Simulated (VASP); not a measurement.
# Cu (Cmcm) in VASP: single point with LDA

Aim: the single point of Cu with LDA.

Program: VASP 6.6.1. These are calculated values, not measurements. Logs are shortened: lines on timing, memory, paths and dates and some standing lists are left out, and cuts for length are marked.

## (1) The cell of the first run

It takes space group Cmcm (No. 63, orthorhombic). The conventional cell has a = 4.037 Å, b = 2.682 Å, c = 4.037 Å, α = 90.00°, β = 90.00°, γ = 90.00°. Cu (site symmetry m2m) has 14 Cu at 2.38 to 2.86 Å within 3.1 Å.

## (2) Single point, LDA (atoms displaced along a vibrational mode)

File INCAR:

```
SYSTEM = Cu
PREC = Accurate
ENCUT = 520
EDIFF = 1E-6
ISMEAR = 0
SIGMA = 0.15
LREAL = .False.
LASPH = .True.
NELM = 80
ALGO = Fast
ISIF = 2
LWAVE = .False.
LCHARG = .False.
NBANDS = 18
```

File KPOINTS:

```
regular mesh
0
Gamma
  20 20 12
  0 0 0
```

File POSCAR:

```
Cu
1.0
   -1.4273957350      1.4273957350      1.3410790631
    1.4273957350     -1.4273957350      1.3410790631
    2.8547914700      2.8547914700      0.0000000000
Cu
2
Direct
   -0.0135338777     -0.0135338777      0.0000000000
    0.5135338777      0.5135338777      0.5000000000
```

Potentials or basis: VASP PAW LDA potentials, release 64 (Cu).

Command:

```sh
$ cat potpaw_LDA.64/Cu/POTCAR > POTCAR
$ mpirun -np 1 vasp_std > vasp.out
```

OUTCAR:

```text
SYSTEM = Cu
   PREC = Accurate
   ENCUT = 520
   EDIFF = 1E-6
   ISMEAR = 0
   LREAL = .False.
   LASPH = .True.
   NELM = 80
   ISIF = 2

 ion  position               nearest neighbor table
   1  0.986  0.986  0.000-   2 2.38   2 2.38   2 2.46   2 2.46
   2  0.514  0.514  0.500-   1 2.38   1 2.38   1 2.46   1 2.46

  LATTYP: Found a base centered orthorhombic cell.
 ALAT       =     2.6821581262
 B/A-ratio  =     1.5052374337
 C/A-ratio  =     1.5052374337

  Lattice vectors:

 A1 = (  -1.4273957350,   1.4273957350,   1.3410790631)
 A2 = (   1.4273957350,  -1.4273957350,   1.3410790631)
 A3 = (   2.8547914700,   2.8547914700,   0.0000000000)

Analysis of symmetry for initial positions (statically):
=====================================================================
 Subroutine PRICEL returns:
 Original cell was already a primitive cell.

 Routine SETGRP: Setting up the symmetry group for a
 base centered orthorhombic supercell.

 Subroutine GETGRP returns: Found  8 space group operations
 (whereof  4 operations were pure point group operations)
 out of a pool of  8 trial point group operations.

The static configuration has the point symmetry C_2v.
 The point group associated with its full space group is D_2h.

Analysis of symmetry for dynamics (positions and initial velocities):
=====================================================================
 Subroutine PRICEL returns:
 Original cell was already a primitive cell.

 Routine SETGRP: Setting up the symmetry group for a
 base centered orthorhombic supercell.

 Subroutine GETGRP returns: Found  8 space group operations
 (whereof  4 operations were pure point group operations)
 out of a pool of  8 trial point group operations.

The dynamic configuration has the point symmetry C_2v.
 The point group associated with its full space group is D_2h.

 Subroutine INISYM returns: Found  8 space group operations
 (whereof  4 operations are pure point group operations),
 and found     1 'primitive' translations

----------------------------------------------------------------------------------------

                                     Primitive cell

  volume of cell :      21.8591

  direct lattice vectors                    reciprocal lattice vectors
    -1.427395735  1.427395735  1.341079063    -0.175144141  0.175144141  0.372834096
     1.427395735 -1.427395735  1.341079063     0.175144141 -0.175144141  0.372834096
     2.854791470  2.854791470  0.000000000     0.175144141  0.175144141  0.000000000

  length of vectors
     2.423511960  2.423511960  4.037284815     0.447611666  0.447611666  0.247691220

  position of ions in fractional coordinates (direct lattice)
     0.986466122  0.986466122  0.000000000
     0.513533878  0.513533878  0.500000000

  ion indices of the primitive-cell ions
   primitive index   ion index
                 1           1
                 2           2

----------------------------------------------------------------------------------------

 KPOINTS: regular mesh

Automatic generation of k-mesh.
 Grid dimensions read from file:
 generate k-points for:   20   20   12

 Generating k-lattice:

  Cartesian coordinates                     Fractional coordinates (reciprocal lattice)
    -0.008757207  0.008757207  0.018641705     0.050000000  0.000000000  0.000000000
     0.008757207 -0.008757207  0.018641705     0.000000000  0.050000000  0.000000000
     0.014595345  0.014595345  0.000000000     0.000000000  0.000000000  0.083333333

  Length of vectors
     0.022380583  0.022380583  0.020640935

  Shift w.r.t. Gamma in fractional coordinates (k-lattice)
     0.000000000  0.000000000  0.000000000

 Subroutine IBZKPT returns following result:
 ===========================================

 Found    777 irreducible k-points:

 Following reciprocal coordinates:
            Coordinates               Weight
  0.000000  0.000000  0.000000      1.000000
  0.050000  0.000000  0.000000      4.000000
  0.100000  0.000000  0.000000      4.000000
  0.150000  0.000000  0.000000      4.000000
  0.200000  0.000000  0.000000      4.000000
  0.250000  0.000000  0.000000      4.000000
[... 16 lines left out ...]
 -0.400000  0.050000  0.000000      4.000000
 -0.350000  0.050000  0.000000      4.000000
 [... further k-points ...]
   k-points           NKPTS =    777   k-points in BZ     NKDIM =    777   number of bands    NBANDS=     18
   number of dos      NEDOS =    301   number of ions     NIONS =      2
   total plane-waves  NPLWV =   9720
   dimension x,y,z NGX =    18 NGY =   18 NGZ =   30
   dimension x,y,z NGXF=    36 NGYF=   36 NGZF=   60
   ions per type =               2
   NGX,Y,Z   is equivalent  to a cutoff of  12.35, 12.35, 12.35 a.u.
   NGXF,Y,Z  is equivalent  to a cutoff of  24.69, 24.69, 24.71 a.u.
 SYSTEM =  Cu
   PREC   = accura    normal or accurate (medium, high low for compatibility)
   ISTART =      0    job   : 0-new  1-cont  2-samecut
   ICHARG =      2    charge: 1-file 2-atom 10-const
   ISPIN  =      1    spin polarized calculation?
   LNONCOLLINEAR =      F non collinear calculations
   LSORBIT =      F    spin-orbit coupling
   LASPH  =      T    aspherical Exc in radial PAW
   ENCUT  =  520.0 eV  38.22 Ry    6.18 a.u.   4.51  4.51  7.51*2*pi/ulx,y,z
   NELM   =     80;   NELMIN=  2; NELMDL= -5     # of ELM steps
   EDIFF  = 0.1E-05   stopping-criterion for ELM
   LREAL  =      F    real-space projection
   EDIFFG = 0.1E-04   stopping-criterion for IOM
   NSW    =      0    number of steps for IOM
   IBRION =     -1    ionic relax: 0-MD 1-quasi-New 2-CG
   NFREE  =      0    steps in history (QN), initial steepest desc. (CG)
   ISIF   =      2    stress and relaxation
   ISYM   =      2    0-nonsym 1-usesym 2-fastsym
   POTIM  = 0.5000    time-step for ionic-motion
   TEBEG  =    0.0;   TEEND  =   0.0 temperature during run
   PSTRESS=    0.0 pullay stress
   NELECT =      22.0000    total number of electrons
   NUPDOWN=      -1.0000    fix difference up-down
   EMIN   =  10.00;   EMAX   =-10.00  energy-range for DOS
   EFERMI =   0.00;   METHOD = LEGACY
   ISMEAR =     0;   SIGMA  =   0.15  broadening in eV -4-tet -1-fermi 0-gaus
   EFERMI_NEDOS =   21; number of points for ismear=-14 and -15
   IALGO  =     68    algorithm
   IMIX   =      4    mixing-type and parameters
     AMIX     =   0.40;   BMIX     =  1.00
     AMIX_MAG =   1.60;   BMIX_MAG =  1.00
  volume/ion in A,a.u.               =      10.93        73.76
  Fermi-wavevector in a.u.,A,eV,Ry     =   1.640607  3.100298 36.621342  2.691593
  Thomas-Fermi vector in A             =   2.731217
   LORBIT       =      0    0 simple, 1 ext, 2 COOP (PROOUT), +10 PAW based schemes
   GGA     = CA    functional components
   LHFCALC =     F    Hartree Fock is set to
   AEXX    =    0.0000 exact exchange contribution
   IVDW    =     0    specifies the selected vdW correction
   LEPSILON=     F    determine dielectric tensor
   LRPA    =     F    only Hartree local field effects (RPA)
 non-spin polarized calculation
 RMM-DIIS sequential band-by-band and
 Gauss-broadening in eV      SIGMA  =   0.15
  energy-cutoff  :      520.00
  volume of cell :       21.86
 maximum number of plane-waves:       607
 NGX is ok and might be reduce to    18
   NGX =  9   NGY =  9   NGZ = 15

 number of electron      21.9999979 magnetization

 Free energy of the ion-electron system (eV)
  ---------------------------------------------------
  ext. energy  EPLUGINS =         0.00000000
  ---------------------------------------------------
  free energy    TOTEN  =        -9.32922354 eV

  energy without entropy =       -9.32162434  energy(sigma->0) =       -9.32542394

 E-fermi :   8.3579     XC(G=0): -13.5624

 val. band max:        8.3562950205   @ k =   0.5000   0.4000   0.1667
 cond. band min:       8.3604646749   @ k =   0.1500   0.1000   0.2500
 fundamental gap:      0.0041696543
 Fermi energy:         8.3578590128

 k-point     1 :       0.0000    0.0000    0.0000
  band No.  band energies     occupation
      1      -1.5964      2.00000
      2       2.7907      2.00000
      3       4.3792      2.00000
      4       4.7547      2.00000
      5       5.0413      2.00000
      6       5.0552      2.00000
[... 10 lines left out ...]
     17      33.5595      0.00000
     18      33.5780      0.00000

 k-point     2 :       0.0500    0.0000    0.0000
  band No.  band energies     occupation
      1      -1.5164      2.00000
      2       2.8394      2.00000
      3       4.3813      2.00000
      4       4.7661      2.00000
      5       5.0466      2.00000
      6       5.0490      2.00000
[... 10 lines left out ...]
     17      33.2063      0.00000
     18      33.5177      0.00000

 k-point     3 :       0.1000    0.0000    0.0000
  band No.  band energies     occupation
      1      -1.2781      2.00000
      2       2.9806      2.00000
      3       4.3832      2.00000
      4       4.7780      2.00000
      5       5.0197      2.00000
      6       5.0933      2.00000
[... 10 lines left out ...]
     17      32.3778      0.00000
     18      33.5381      0.00000

 k-point     4 :       0.1500    0.0000    0.0000
  band No.  band energies     occupation
      1      -0.8875      2.00000
      2       3.1977      2.00000
      3       4.3747      2.00000
      4       4.7508      2.00000
      5       4.9718      2.00000
      6       5.2134      2.00000
[... 375 lines left out ...]
      4       4.3312      2.00000
      5       4.3938      2.00000
      6       4.7037      2.00000
[... 10 lines left out ...]
     17      24.5213      0.00000
     18      27.9543      0.00000

 k-point    23 :      -0.4000    0.0500    0.0000
  band No.  band energies     occupation
      1       2.3350      2.00000
      2       3.9021      2.00000
      3       4.1638      2.00000
      4       4.3565      2.00000
      5       4.4298      2.00000
      6       4.5700      2.00000
[... 10 lines left out ...]
     17      25.1795      0.00000
     18      28.0399      0.00000

 k-point    24 :      -0.3500    0.0500    0.0000
  band No.  band energies     occupation
      1       1.5784      2.00000
      2       3.9974      2.00000
      3       4.2466      2.00000
      4       4.3912      2.00000
      5       4.4029      2.00000
      6       4.5516      2.00000
[... 10 lines left out ...]
     17      26.0383      0.00000
     18      28.2396      0.00000

 [... further k-points ...]
[... 5 lines left out ...]
  --------------------------------------------------------------------------------------
  -------------------------------------------------------------------------------------
  Total        0.3674200      0.3674200      0.3550402      0.0534976      0.0000000      0.0000000
  in kB       26.9302395     26.9302395     26.0228532      3.9211327      0.0000000      0.0000000
  external PRESSURE =      26.6277774 kB  Pullay stress =       0.0000000 kB

 VOLUME and BASIS-vectors are now :
 -----------------------------------------------------------------------------
  energy-cutoff  :      520.00
  volume of cell :       21.86
      direct lattice vectors                 reciprocal lattice vectors
    -1.427395735  1.427395735  1.341079063    -0.175144141  0.175144141  0.372834096
     1.427395735 -1.427395735  1.341079063     0.175144141 -0.175144141  0.372834096
     2.854791470  2.854791470  0.000000000     0.175144141  0.175144141  0.000000000

 POSITION                                       TOTAL-FORCE (eV/Angst)
 -----------------------------------------------------------------------------------
      0.00000      0.00000      2.64586        -0.000000     -0.000000      0.257807
      1.42740      1.42740      1.37738         0.000000      0.000000     -0.257807
 -----------------------------------------------------------------------------------
    total drift:                                0.000000      0.000000      0.000000

  FREE ENERGIE OF THE ION-ELECTRON SYSTEM (eV)
  ---------------------------------------------------
  free  energy   TOTEN  =        -9.3292235410 eV

  energy  without entropy=       -9.3216243446  energy(sigma->0) =       -9.32542394
```

Run time: 5.7 min. Hardware: 1 thread of Intel Xeon 8259CL, shared host; peak memory 0.33 GiB.

Results:

* Free energy: -9.3292 eV
* Pressure: 2.7 GPa
* Largest force: 0.258 eV/Å
* Band gap on the k mesh: zero (bands 11 and 12 overlap by 6.81 eV)

Forces on the atoms (eV/Å):
```
Cu   0.000  0.000  0.258
Cu   0.000  0.000 -0.258
```

Stress tensor (GPa, compression positive):
```
2.69 0.39 0.00
0.39 2.69 0.00
0.00 0.00 2.60
```

Levels at points of the mesh, in eV from the Fermi level:
```csv
k point,band 9,band 10,band 11,band 12,band 13,band 14
"(0.00, 0.00, 0.00)",-2.22,-2.13,-1.48,-1.10,4.29,19.33
"(0.50, 0.00, 0.00)",-1.91,-1.87,0.37,0.64,9.03,9.43
"(0.50, 0.50, 0.00)",-1.58,-1.47,-1.10,4.29,7.68,7.68
"(0.00, 0.00, 0.50)",-2.43,-2.43,-2.18,-2.18,13.39,13.39
"(0.50, 0.00, 0.50)",-1.45,-1.45,-0.57,-0.57,5.00,5.00
"(0.50, 0.50, 0.50)",-1.56,-1.56,3.00,3.00,5.05,5.05
```

Caveat: the cell differs from its parent crystal (atoms displaced along a vibrational mode).
